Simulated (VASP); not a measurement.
# Ni (Fm-3m) in VASP: a series of runs

Ni is run at these levels: PBE; tasks: single point.

Program: VASP 6.6.1. These are calculated values, not measurements. Logs are shortened: lines on timing, memory, paths and dates and some standing lists are left out, and cuts for length are marked.

## (1) The cell of the first run

Symmetry: Fm-3m, No. 225, cubic system. The conventional cell has a = 3.452 Å, b = 3.452 Å, c = 3.452 Å, α = 90.00°, β = 90.00°, γ = 90.00°. Within 3.2 Å of Ni (site symmetry m-3m) lie 12 Ni at 2.44 Å.

## (2) Single point, PBE, collinear spin, ferromagnetic start

INCAR reads:

```
SYSTEM = Ni
PREC     = Accurate       ! precision mode
ENCUT    = 520            ! plane-wave cutoff, eV
EDIFF    = 1E-7           ! SCF threshold, eV
ISMEAR   = 1              ! smearing method
SIGMA    = 0.3            ! smearing width, eV
LREAL    = .False.        ! projectors in reciprocal space
LASPH    = .True.         ! aspherical terms in the spheres
NELM     = 150            ! most SCF steps
ALGO     = Normal         ! electronic algorithm
ISIF     = 2              ! what is computed and relaxed
LWAVE    = .False.        ! write WAVECAR
LCHARG   = .False.        ! write CHGCAR
ISPIN    = 2              ! spin polarisation
MAGMOM   = 1.5            ! initial moments
LORBIT   = 11             ! projections on sites
LMAXMIX  = 4              ! l up to which the mixer works
GGA      = PE             ! functional
NBANDS   = 15             ! bands
```

KPOINTS reads:

```
regular mesh
0
Gamma
  14 14 14
  0 0 0
```

POSCAR reads:

```
Ni
1.0
    0.0000000000      1.7259719484      1.7259719484
    1.7259719484      0.0000000000      1.7259719484
    1.7259719484      1.7259719484      0.0000000000
Ni
1
Direct
    0.0000000000      0.0000000000      0.0000000000
```

Potentials or basis: VASP PAW PBE potentials, release 64 (Ni).

Started as:

```sh
> cat potpaw_PBE.64/Ni/POTCAR > POTCAR
> mpirun -np 1 vasp_std > vasp.out
```

OUTCAR:

```text
SYSTEM = Ni
   PREC = Accurate
   ENCUT = 520
   EDIFF = 1E-7
   ISMEAR = 1
   LREAL = .False.
   LASPH = .True.
   NELM = 150
   ISIF = 2
   ISPIN = 2
   LORBIT = 11
   GGA = PE

 ion  position               nearest neighbor table
   1  0.000  0.000  0.000-

  LATTYP: Found a face centered cubic cell.
 ALAT       =     3.4519438968

  Lattice vectors:

 A1 = (   0.0000000000,   1.7259719484,   1.7259719484)
 A2 = (   1.7259719484,   0.0000000000,   1.7259719484)
 A3 = (   1.7259719484,   1.7259719484,   0.0000000000)

Analysis of symmetry for initial positions (statically):
=====================================================================
 Subroutine PRICEL returns:
 Original cell was already a primitive cell.

 Routine SETGRP: Setting up the symmetry group for a
 face centered cubic supercell.

 Subroutine GETGRP returns: Found 48 space group operations
 (whereof 48 operations were pure point group operations)
 out of a pool of 48 trial point group operations.

The static configuration has the point symmetry O_h .

Analysis of symmetry for dynamics (positions and initial velocities):
=====================================================================
 Subroutine PRICEL returns:
 Original cell was already a primitive cell.

 Routine SETGRP: Setting up the symmetry group for a
 face centered cubic supercell.

 Subroutine GETGRP returns: Found 48 space group operations
 (whereof 48 operations were pure point group operations)
 out of a pool of 48 trial point group operations.

The dynamic configuration has the point symmetry O_h .

Analysis of structural, dynamic, and magnetic symmetry:
=====================================================================
 Subroutine PRICEL returns:
 Original cell was already a primitive cell.

 Routine SETGRP: Setting up the symmetry group for a
 face centered cubic supercell.

 Subroutine GETGRP returns: Found 48 space group operations
 (whereof 48 operations were pure point group operations)
 out of a pool of 48 trial point group operations.

The overall configuration has the point symmetry O_h .

 Subroutine INISYM returns: Found 48 space group operations
 (whereof 48 operations are pure point group operations),
 and found     1 'primitive' translations

----------------------------------------------------------------------------------------

                                     Primitive cell

  volume of cell :      10.2833

  direct lattice vectors                    reciprocal lattice vectors
     0.000000000  1.725971948  1.725971948    -0.289691846  0.289691846  0.289691846
     1.725971948  0.000000000  1.725971948     0.289691846 -0.289691846  0.289691846
     1.725971948  1.725971948  0.000000000     0.289691846  0.289691846 -0.289691846

  length of vectors
     2.440892938  2.440892938  2.440892938     0.501760996  0.501760996  0.501760996

  position of ions in fractional coordinates (direct lattice)
     0.000000000  0.000000000  0.000000000

  ion indices of the primitive-cell ions
   primitive index   ion index
                 1           1

----------------------------------------------------------------------------------------

 KPOINTS: regular mesh

Automatic generation of k-mesh.
 Grid dimensions read from file:
 generate k-points for:   14   14   14

 Generating k-lattice:

  Cartesian coordinates                     Fractional coordinates (reciprocal lattice)
    -0.020692275  0.020692275  0.020692275     0.071428571  0.000000000  0.000000000
     0.020692275 -0.020692275  0.020692275     0.000000000  0.071428571  0.000000000
     0.020692275  0.020692275 -0.020692275     0.000000000  0.000000000  0.071428571

  Length of vectors
     0.035840071  0.035840071  0.035840071

  Shift w.r.t. Gamma in fractional coordinates (k-lattice)
     0.000000000  0.000000000  0.000000000

 Subroutine IBZKPT returns following result:
 ===========================================

 Found    104 irreducible k-points:

 Following reciprocal coordinates:
            Coordinates               Weight
  0.000000  0.000000  0.000000      1.000000
  0.071429  0.000000  0.000000      8.000000
  0.142857  0.000000  0.000000      8.000000
  0.214286  0.000000  0.000000      8.000000
  0.285714  0.000000  0.000000      8.000000
  0.357143  0.000000  0.000000      8.000000
[... 16 lines left out ...]
  0.214286  0.142857  0.000000     24.000000
  0.285714  0.142857  0.000000     24.000000
 [... further k-points ...]
   k-points           NKPTS =    104   k-points in BZ     NKDIM =    104   number of bands    NBANDS=     15
   number of dos      NEDOS =    301   number of ions     NIONS =      1
   total plane-waves  NPLWV =   5832
   dimension x,y,z NGX =    18 NGY =   18 NGZ =   18
   dimension x,y,z NGXF=    36 NGYF=   36 NGZF=   36
   ions per type =               1
   NGX,Y,Z   is equivalent  to a cutoff of  12.26, 12.26, 12.26 a.u.
   NGXF,Y,Z  is equivalent  to a cutoff of  24.52, 24.52, 24.52 a.u.
 SYSTEM =  Ni
   PREC   = accura    normal or accurate (medium, high low for compatibility)
   ISTART =      0    job   : 0-new  1-cont  2-samecut
   ICHARG =      2    charge: 1-file 2-atom 10-const
   ISPIN  =      2    spin polarized calculation?
   LNONCOLLINEAR =      F non collinear calculations
   LSORBIT =      F    spin-orbit coupling
   LASPH  =      T    aspherical Exc in radial PAW
   ENCUT  =  520.0 eV  38.22 Ry    6.18 a.u.   4.54  4.54  4.54*2*pi/ulx,y,z
   NELM   =    150;   NELMIN=  2; NELMDL= -5     # of ELM steps
   EDIFF  = 0.1E-06   stopping-criterion for ELM
   LREAL  =      F    real-space projection
   EDIFFG = 0.1E-05   stopping-criterion for IOM
   NSW    =      0    number of steps for IOM
   IBRION =     -1    ionic relax: 0-MD 1-quasi-New 2-CG
   NFREE  =      0    steps in history (QN), initial steepest desc. (CG)
   ISIF   =      2    stress and relaxation
   ISYM   =      2    0-nonsym 1-usesym 2-fastsym
   POTIM  = 0.5000    time-step for ionic-motion
   TEBEG  =    0.0;   TEEND  =   0.0 temperature during run
   PSTRESS=    0.0 pullay stress
   NELECT =      10.0000    total number of electrons
   NUPDOWN=      -1.0000    fix difference up-down
   EMIN   =  10.00;   EMAX   =-10.00  energy-range for DOS
   EFERMI =   0.00;   METHOD = LEGACY
   ISMEAR =     1;   SIGMA  =   0.30  broadening in eV -4-tet -1-fermi 0-gaus
   EFERMI_NEDOS =   21; number of points for ismear=-14 and -15
   IALGO  =     38    algorithm
   IMIX   =      4    mixing-type and parameters
     AMIX     =   0.40;   BMIX     =  1.00
     AMIX_MAG =   1.60;   BMIX_MAG =  1.00
  volume/ion in A,a.u.               =      10.28        69.39
  Fermi-wavevector in a.u.,A,eV,Ry     =   1.621926  3.064996 35.792094  2.630645
  Thomas-Fermi vector in A             =   2.715623
   LORBIT       =     11    0 simple, 1 ext, 2 COOP (PROOUT), +10 PAW based schemes
   GGA     = PE    functional components
   LHFCALC =     F    Hartree Fock is set to
   AEXX    =    0.0000 exact exchange contribution
   IVDW    =     0    specifies the selected vdW correction
   LEPSILON=     F    determine dielectric tensor
   LRPA    =     F    only Hartree local field effects (RPA)
 spin polarized calculation
 Methfessel and Paxton  Order N= 1 SIGMA  =   0.30
  energy-cutoff  :      520.00
  volume of cell :       10.28
 maximum number of plane-waves:       290
   NGX =  9   NGY =  9   NGZ =  9

 number of electron      10.0000000 magnetization       1.5000000

 number of electron       9.9999991 magnetization       0.5841777

 Free energy of the ion-electron system (eV)
  ---------------------------------------------------
  ext. energy  EPLUGINS =         0.00000000
  ---------------------------------------------------
  free energy    TOTEN  =        -5.44778913 eV

  energy without entropy =       -5.44175070  energy(sigma->0) =       -5.44577632

 E-fermi :  10.1838     XC(G=0): -13.5911

 val. band max:       10.1818069115   @ k =   0.3571   0.2143   0.0000
 cond. band min:      10.1940561673   @ k =  -0.4286   0.2857   0.1429
 fundamental gap:      0.0122492558
 Fermi energy:        10.1838396808

 spin component 1

 k-point     1 :       0.0000    0.0000    0.0000
  band No.  band energies     occupation
      1       0.7923      1.00000
      2       7.6430      1.00000
      3       7.6430      1.00000
      4       7.6431      1.00000
      5       8.9131      1.00000
      6       8.9131      1.00000
      7      34.4027      0.00000
      8      38.7099      0.00000
      9      38.7100      0.00000
     10      38.7100      0.00000
     11      41.8598      0.00000
     12      41.8598      0.00000
     13      41.8598      0.00000
     14      44.6616      0.00000
     15      51.6443      0.00000
[... 397 lines left out ...]
 k-point    24 :       0.2857    0.1429    0.0000
  band No.  band energies     occupation
      1       3.5380      1.00000
      2       6.9215      1.00000
      3       7.8999      1.00000
      4       8.1840      1.00000
      5       8.8680      1.00000
      6       9.2734      1.00008
      7      26.3413      0.00000
      8      32.0678      0.00000
      9      32.5642      0.00000
     10      35.5664      0.00000
     11      40.9739      0.00000
     12      44.7507      0.00000
     13      46.7905      0.00000
     14      49.0786      0.00000
     15      53.9247      0.00000

 [... further k-points ...]

 spin component 2

 k-point     1 :       0.0000    0.0000    0.0000
  band No.  band energies     occupation
      1       0.7550      1.00000
      2       8.3511      1.00000
      3       8.3511      1.00000
      4       8.3511      1.00000
      5       9.4621      1.00174
      6       9.4621      1.00175
      7      34.2460      0.00000
      8      38.6802      0.00000
      9      38.6802      0.00000
     10      38.6802      0.00000
     11      41.9545      0.00000
     12      41.9545      0.00000
     13      41.9545      0.00000
     14      44.5436      0.00000
     15      51.8473      0.00000
[... 397 lines left out ...]
 k-point    24 :       0.2857    0.1429    0.0000
  band No.  band energies     occupation
      1       3.5312      1.00000
      2       7.5499      1.00000
      3       8.4830      1.00000
      4       8.8617      1.00000
      5       9.5028      1.00304
      6       9.8849      1.02477
      7      26.4554      0.00000
      8      32.1443      0.00000
      9      32.5273      0.00000
     10      35.6182      0.00000
     11      41.0944      0.00000
     12      44.7161      0.00000
     13      46.7599      0.00000
     14      49.0905      0.00000
     15      54.0114      0.00000

 [... further k-points ...]
[... 5 lines left out ...]
  --------------------------------------------------------------------------------------
  -------------------------------------------------------------------------------------
  Total        0.8156548      0.8156548      0.8156548     -0.0000000     -0.0000000     -0.0000000
  in kB      127.0825171    127.0825171    127.0825171     -0.0000000     -0.0000000     -0.0000000
  external PRESSURE =     127.0825171 kB  Pullay stress =       0.0000000 kB

 VOLUME and BASIS-vectors are now :
 -----------------------------------------------------------------------------
  energy-cutoff  :      520.00
  volume of cell :       10.28
      direct lattice vectors                 reciprocal lattice vectors
     0.000000000  1.725971948  1.725971948    -0.289691846  0.289691846  0.289691846
     1.725971948  0.000000000  1.725971948     0.289691846 -0.289691846  0.289691846
     1.725971948  1.725971948  0.000000000     0.289691846  0.289691846 -0.289691846

 POSITION                                       TOTAL-FORCE (eV/Angst)
 -----------------------------------------------------------------------------------
      0.00000      0.00000      0.00000         0.000000      0.000000      0.000000
 -----------------------------------------------------------------------------------
    total drift:                                0.000000     -0.000000     -0.000000

  FREE ENERGIE OF THE ION-ELECTRON SYSTEM (eV)
  ---------------------------------------------------
  free  energy   TOTEN  =        -5.4477891349 eV

  energy  without entropy=       -5.4417507017  energy(sigma->0) =       -5.44577632

 total charge

# of ion       s       p       d       tot
------------------------------------------
    1        0.522   0.550   8.345   9.417

 magnetization (x)

# of ion       s       p       d       tot
------------------------------------------
    1       -0.008  -0.027   0.626   0.592
```

It took 15 s on 1 thread of Intel Xeon 6975P-C (Granite Rapids), shared host; peak memory 0.14 GiB.

What came out:

- Free energy: -5.4478 eV
- Pressure: 12.7 GPa
- Net moment: 0.58 μB per cell
- Site moments: Ni +0.59 μB
- Valence electrons inside the program's atomic spheres: Ni 9.42

Levels at points of the mesh, in eV from the Fermi level:
Spin up:
| k point | band 2 | band 3 | band 4 | band 5 | band 6 | band 7 | band 8 | band 9 |
| --- | --- | --- | --- | --- | --- | --- | --- | --- |
| (0.00, 0.00, 0.00) | -2.54 | -2.54 | -2.54 | -1.27 | -1.27 | 24.22 | 28.53 | 28.53 |
| (0.50, 0.00, 0.00) | -2.53 | -2.53 | -0.55 | -0.55 | -0.38 | 6.11 | 22.68 | 25.70 |
| (0.50, 0.50, 0.00) | -4.47 | -0.50 | -0.40 | -0.40 | 2.50 | 9.76 | 15.38 | 15.38 |
Spin down:
| k point | band 3 | band 4 | band 5 | band 6 | band 7 | band 8 |
| --- | --- | --- | --- | --- | --- | --- |
| (0.00, 0.00, 0.00) | -1.83 | -1.83 | -0.72 | -0.72 | 24.06 | 28.50 |
| (0.50, 0.00, 0.00) | -1.95 | -0.44 | 0.17 | 0.17 | 6.51 | 22.54 |
| (0.50, 0.50, 0.00) | 0.08 | 0.42 | 0.42 | 2.46 | 9.99 | 15.38 |

[end of part 1 of 2]
